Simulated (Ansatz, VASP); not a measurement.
**K: VASP beside Ansatz**

```
CELL_PARAMETERS angstrom
-2.65245 2.65245 2.65245
2.65245 -2.65245 2.65245
2.65245 2.65245 -2.65245
ATOMIC_POSITIONS crystal
K 0.00000 0.00000 0.00000
```

Change from the starting cell: volume scaled by 1.04, crystal datasets.

Alike in both runs: task electric field gradients; functional PBEsol; k mesh 10 × 10 × 10; occupations fermi-dirac, width 0.08 eV; no spin polarisation.

```csv
,VASP,Ansatz
version,VASP 6.6.1,Ansatz 0.2.0
potentials or method,"VASP PAW PBE potentials, release 64 (K_sv), cutoff 520 eV","all-electron PAW with datasets made for the crystal, scalar-relativistic"
```

|  | VASP | Ansatz | Ansatz less VASP |
| --- | --- | --- | --- |
| pressure (GPa) | -0.2 | -0.2 | +0.01 |

VASP's potentials were made for PBE, not for PBEsol. Ansatz ran all-electron here, and VASP with PAW potentials.
